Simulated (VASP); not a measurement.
A run of VASP 6.6.1:

INCAR

```
SYSTEM = Nb
  PREC = Accurate
  ENCUT = 600
  EDIFF = 1E-7
  ISMEAR = -1
  SIGMA = 0.05
  LREAL = .False.
  LASPH = .True.
  NELM = 100
  ALGO = Normal
  ISIF = 3
  LWAVE = .False.
  LCHARG = .False.
  GGA = PS
  IBRION = 2
  NSW = 60
  EDIFFG = -0.01
  PSTRESS = 50.0
```

The input KPOINTS:

```
regular mesh
0
Gamma
  11 11 11
  0 0 0
```

POSCAR

```
Nb
1.0
    0.0000000000      2.1150000000      2.1150000000
    2.1150000000      0.0000000000      2.1150000000
    2.1150000000      2.1150000000      0.0000000000
Nb
1
Direct
    0.0000000000      0.0000000000      0.0000000000
```

Potentials or basis: VASP PAW PBE potentials, release 64 (Nb_sv).

The run is started by

```sh
$ cat potpaw_PBE.64/Nb_sv/POTCAR > POTCAR
$ mpirun -np 1 vasp_std > vasp.out
```

Hardware: 1 thread of Intel(R) Xeon(R) 6975P-C (Granite Rapids), with other jobs on the host.

Problem. How long does it take, and how much memory?

Solution. Wall time 15 s on 1 thread of Intel(R) Xeon(R) 6975P-C (Granite Rapids), on a shared host, peak memory 0.15 GiB. Counts: scf iterations 42, k points 56, ion steps 4.
